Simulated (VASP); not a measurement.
V, 3 atoms in the cell. Symmetry: P6/mmm, No. 191, hexagonal system. The conventional cell has a = 3.636 Å, b = 3.636 Å, c = 2.255 Å, α = 90.00°, β = 90.00°, γ = 120.00°. Within 3.0 Å of V (site symmetry 6/mmm) lie 14 V at 2.25 to 2.38 Å. V (site symmetry -6m2) has 11 V at 2.10 to 2.38 Å within 2.8 Å. This isn't the form of V at room conditions, which is bcc.

* Program: VASP 6.6.1
* Task: relaxation of cell and atoms
* Functional: LDA
* Potentials or basis: VASP PAW LDA potentials, release 64 (V_sv)
* Cutoff: 600 eV
* k mesh: 10 × 10 × 14
* Occupations: fermi-dirac, width 0.1 eV
* Spin: no spin polarisation
* Target pressure: 150 GPa
* Dipole correction: no
* Further INCAR settings: ALGO = Normal; EDIFF = 1e-06; IBRION = 2; EDIFFG = -0.005; NSW = 60; ISIF = 3

Potentials or basis: VASP PAW LDA potentials, release 64 (V_sv).

Command:

```sh
$ cat potpaw_LDA.64/V_sv/POTCAR > POTCAR
$ mpirun -np 1 vasp_std > vasp.out
```

Hardware: 1 thread of Intel(R) Xeon(R) 6975P-C (Granite Rapids), on a shared host.

Task: How long does it take, and how much memory?

Result: Wall time 4 min on 1 thread of Intel(R) Xeon(R) 6975P-C (Granite Rapids), with other jobs on the host, peak memory 0.18 GiB. Counts: scf iterations 98, k points 112, ion steps 12.
